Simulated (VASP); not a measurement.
# In3Bi (Pm-3m) in VASP: single point with LDA

Aim: the single point of In3Bi with LDA.

Everything below comes from runs of VASP 6.6.1. Logs are shortened: lines on timing, memory, paths and dates and some standing lists are left out, and cuts for length are marked.

### Step 1. The cell of the first run

The structure is cubic, space group Pm-3m (No. 221). The conventional cell has a = 4.722 Å, b = 4.722 Å, c = 4.722 Å, α = 90.00°, β = 90.00°, γ = 90.00°. Within 4.4 Å of In (site symmetry 4/mmm) lie 8 In at 3.34 Å and 4 Bi at 3.34 Å. Within 4.4 Å of Bi (site symmetry m-3m) lie 12 In at 3.34 Å.

### Step 2. Single point, LDA

The input, INCAR:

```
ALGO = Normal
EDIFF = 1E-6
ENCUT = 520
GGA = CA
ISIF = 2
ISMEAR = 1
LASPH = T
LCHARG = T
LELF = T
LREAL = F
LVHAR = T
LWAVE = F
NBANDS = 35
NELM = 80
PREC = Accurate
SIGMA = 0.05
```

The input, KPOINTS:

```
k-points
0
Gamma
  9 9 9
```

The input, POSCAR:

```
In3Bi
1.0
    4.7222563591      0.0000000000      0.0000000000
    0.0000000000      4.7222563591      0.0000000000
    0.0000000000      0.0000000000      4.7222563591
In Bi
3 1
Direct
    0.0000000000      0.5000000000      0.5000000000
    0.5000000000      0.0000000000      0.5000000000
    0.5000000000      0.5000000000      0.0000000000
    0.0000000000      0.0000000000      0.0000000000
```

Potentials or basis: VASP PAW LDA potentials, release 64 (In_d, Bi_d).

On the command line:

```bash
cat potpaw_LDA.64/In_d/POTCAR potpaw_LDA.64/Bi_d/POTCAR > POTCAR
mpirun -np 1 vasp_std > vasp.out
```

OUTCAR:

```text
EDIFF = 1E-6
   ENCUT = 520
   GGA = CA
   ISIF = 2
   ISMEAR = 1
   LASPH = T
   LREAL = F
   NELM = 80
   PREC = Accurate

 ion  position               nearest neighbor table
   1  0.000  0.500  0.500-   2 3.34   3 3.34   4 3.34   3 3.34   4 3.34   2 3.34   4 3.34   4 3.34
                             2 3.34   3 3.34   3 3.34   2 3.34
   2  0.500  0.000  0.500-   1 3.34   3 3.34   4 3.34   3 3.34   4 3.34   1 3.34   3 3.34   3 3.34
                             1 3.34   4 3.34   4 3.34   1 3.34
   3  0.500  0.500  0.000-   1 3.34   2 3.34   4 3.34   1 3.34   2 3.34   2 3.34   4 3.34   2 3.34
                             1 3.34   4 3.34   1 3.34   4 3.34
   4  0.000  0.000  0.000-   1 3.34   2 3.34   3 3.34   1 3.34   2 3.34   1 3.34   3 3.34   1 3.34
                             2 3.34   3 3.34   2 3.34   3 3.34

  LATTYP: Found a simple cubic cell.
 ALAT       =     4.7222563591

  Lattice vectors:

 A1 = (   4.7222563591,   0.0000000000,   0.0000000000)
 A2 = (   0.0000000000,   4.7222563591,   0.0000000000)
 A3 = (   0.0000000000,   0.0000000000,   4.7222563591)

Analysis of symmetry for initial positions (statically):
=====================================================================
 Subroutine PRICEL returns:
 Original cell was already a primitive cell.

 Routine SETGRP: Setting up the symmetry group for a
 simple cubic supercell.

 Subroutine GETGRP returns: Found 48 space group operations
 (whereof 48 operations were pure point group operations)
 out of a pool of 48 trial point group operations.

The static configuration has the point symmetry O_h .

Analysis of symmetry for dynamics (positions and initial velocities):
=====================================================================
 Subroutine PRICEL returns:
 Original cell was already a primitive cell.

 Routine SETGRP: Setting up the symmetry group for a
 simple cubic supercell.

 Subroutine GETGRP returns: Found 48 space group operations
 (whereof 48 operations were pure point group operations)
 out of a pool of 48 trial point group operations.

The dynamic configuration has the point symmetry O_h .

 Subroutine INISYM returns: Found 48 space group operations
 (whereof 48 operations are pure point group operations),
 and found     1 'primitive' translations

[... 93 lines left out ...]
   LNONCOLLINEAR =      F non collinear calculations
   LSORBIT =      F    spin-orbit coupling
   LASPH  =      T    aspherical Exc in radial PAW
   ENCUT  =  520.0 eV  38.22 Ry    6.18 a.u.   8.78  8.78  8.78*2*pi/ulx,y,z
   NELM   =     80;   NELMIN=  2; NELMDL= -5     # of ELM steps
   EDIFF  = 0.1E-05   stopping-criterion for ELM
   LREAL  =      F    real-space projection
   EDIFFG = 0.1E-04   stopping-criterion for IOM
   NSW    =      0    number of steps for IOM
   IBRION =     -1    ionic relax: 0-MD 1-quasi-New 2-CG
   NFREE  =      0    steps in history (QN), initial steepest desc. (CG)
   ISIF   =      2    stress and relaxation
   ISYM   =      2    0-nonsym 1-usesym 2-fastsym
   POTIM  = 0.5000    time-step for ionic-motion
   TEBEG  =    0.0;   TEEND  =   0.0 temperature during run
   PSTRESS=    0.0 pullay stress
   NELECT =      54.0000    total number of electrons
   NUPDOWN=      -1.0000    fix difference up-down
   EMIN   =  10.00;   EMAX   =-10.00  energy-range for DOS
   EFERMI =   0.00;   METHOD = LEGACY
   ISMEAR =     1;   SIGMA  =   0.05  broadening in eV -4-tet -1-fermi 0-gaus
   EFERMI_NEDOS =   21; number of points for ismear=-14 and -15
   IALGO  =     38    algorithm
   IMIX   =      4    mixing-type and parameters
     AMIX     =   0.40;   BMIX     =  1.00
     AMIX_MAG =   1.60;   BMIX_MAG =  1.00
  volume/ion in A,a.u.               =      26.33       177.66
  Fermi-wavevector in a.u.,A,eV,Ry     =   1.310358  2.476217 23.361710  1.717037
  Thomas-Fermi vector in A             =   2.440893
   LORBIT       =      0    0 simple, 1 ext, 2 COOP (PROOUT), +10 PAW based schemes
   GGA     = CA    functional components
   LHFCALC =     F    Hartree Fock is set to
   AEXX    =    0.0000 exact exchange contribution
   IVDW    =     0    specifies the selected vdW correction
   LEPSILON=     F    determine dielectric tensor
   LRPA    =     F    only Hartree local field effects (RPA)
 non-spin polarized calculation
 Methfessel and Paxton  Order N= 1 SIGMA  =   0.05
  energy-cutoff  :      520.00
  volume of cell :      105.30
 maximum number of plane-waves:      2897
 NGX is ok and might be reduce to    36
   NGX = 17   NGY = 17   NGZ = 17

 number of electron      54.0000032 magnetization

 Free energy of the ion-electron system (eV)
  ---------------------------------------------------
  ext. energy  EPLUGINS =         0.00000000
  ---------------------------------------------------
  free energy    TOTEN  =       -14.11694863 eV

  energy without entropy =      -14.11850463  energy(sigma->0) =      -14.11746730

 E-fermi :   7.7992     XC(G=0): -10.7133

 val. band max:        7.7648028391   @ k =   0.2222   0.1111   0.1111
 cond. band min:       7.8173056515   @ k =   0.4444   0.3333   0.0000
 fundamental gap:      0.0525028124
 Fermi energy:         7.7992235885

 k-point     1 :       0.0000    0.0000    0.0000
  band No.  band energies     occupation
      1     -14.9289      2.00000
      2     -14.9289      2.00000
      3     -14.9278      2.00000
      4     -14.9278      2.00000
      5     -14.9278      2.00000
      6      -6.9198      2.00000
[... 901 lines left out ...]
     34      12.8786      0.00000
     35      13.9468      0.00000

 [... further k-points ...]

------------------------ aborting loop because EDIFF is reached ----------------------------------------

  FORCE on cell =-STRESS in cart. coord.  units (eV):
  Direction    XX          YY          ZZ          XY          YZ          ZX
  --------------------------------------------------------------------------------------
  -------------------------------------------------------------------------------------
  Total        0.0456123      0.0456123      0.0456123      0.0000000     -0.0000000      0.0000000
  in kB        0.6939750      0.6939750      0.6939750      0.0000000     -0.0000000      0.0000000
  external PRESSURE =       0.6939750 kB  Pullay stress =       0.0000000 kB

 VOLUME and BASIS-vectors are now :
 -----------------------------------------------------------------------------
  energy-cutoff  :      520.00
  volume of cell :      105.30
      direct lattice vectors                 reciprocal lattice vectors
     4.722256359  0.000000000  0.000000000     0.211763175  0.000000000  0.000000000
     0.000000000  4.722256359  0.000000000     0.000000000  0.211763175  0.000000000
     0.000000000  0.000000000  4.722256359     0.000000000  0.000000000  0.211763175

 POSITION                                       TOTAL-FORCE (eV/Angst)
 -----------------------------------------------------------------------------------
      0.00000      2.36113      2.36113         0.000000      0.000000      0.000000
      2.36113      0.00000      2.36113         0.000000      0.000000      0.000000
      2.36113      2.36113      0.00000         0.000000      0.000000      0.000000
      0.00000      0.00000      0.00000         0.000000      0.000000      0.000000
 -----------------------------------------------------------------------------------
    total drift:                                0.000000      0.000000      0.000000

  FREE ENERGIE OF THE ION-ELECTRON SYSTEM (eV)
  ---------------------------------------------------
  free  energy   TOTEN  =       -14.1169486298 eV

  energy  without entropy=      -14.1185046296  energy(sigma->0) =      -14.11746730
```

It took 41 s on 1 thread of Intel Xeon 6975P-C (Granite Rapids), shared host; peak memory 0.23 GiB.

What came out:

```
Free energy            : -14.1169 eV
Pressure               : 0.1 GPa
Band gap on the k mesh : zero (bands 27 and 28 overlap by 3.45 eV)
```

Levels at points of the mesh, in eV from the Fermi level:
| k point | band 24 | band 25 | band 26 | band 27 | band 28 | band 29 | band 30 | band 31 |
| --- | --- | --- | --- | --- | --- | --- | --- | --- |
| (0.00, 0.00, 0.00) | -3.14 | -3.14 | -2.37 | -2.37 | 2.51 | 2.51 | 2.51 | 3.70 |

Caveat: spin-orbit coupling is left out, which moves the levels of the heavy elements.
